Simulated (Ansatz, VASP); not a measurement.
**Two plane-wave programs on H2PbO2**

```
Pb O H
1.0
     5.55489    0.00000    0.00000
     0.00000    5.55489    0.00000
     0.00000    0.00000    3.21414
Pb O H
2 4 4
Direct
  0.00000 0.00000 0.00000
  0.50000 0.50000 0.50000
  0.29228 0.29228 0.00000
  0.20772 0.79228 0.50000
  0.70772 0.70772 0.00000
  0.79228 0.20772 0.50000
  0.00000 0.50000 0.25000
  0.00000 0.50000 0.75000
  0.50000 0.00000 0.25000
  0.50000 0.00000 0.75000
```

Alike in both runs: functional PBE; dispersion D3(BJ); k mesh 6 × 6 × 10; occupations gaussian, width 0.1 eV; no spin polarisation.

Ansatz relaxed the structure, and its values are those at the end. VASP's run is a single point on that final structure, the one shown.

```csv
,VASP,Ansatz
version,VASP 6.6.1,Ansatz 0.2.0
potentials or method,"VASP PAW PBE potentials, release 64 (Pb_d, O, H), cutoff 520 eV","scalar-relativistic, plane waves, PAW"
valence electrons in the cell,56,56
```

Ansatz gave:

```
gap on the k mesh at the Fermi level (eV) : none
pressure (GPa)                            : 0.0
rms of the force components (eV/Å)        : 0.000
```

Question: Which values does VASP return?

Answer: gap on the k mesh at the Fermi level (eV): none; pressure (GPa): 0.1; rms of the force components (eV/Å): 0.006.

A gap of «none» marks a metal or a gap that the smearing closes.

Neither program's run includes spin-orbit coupling.
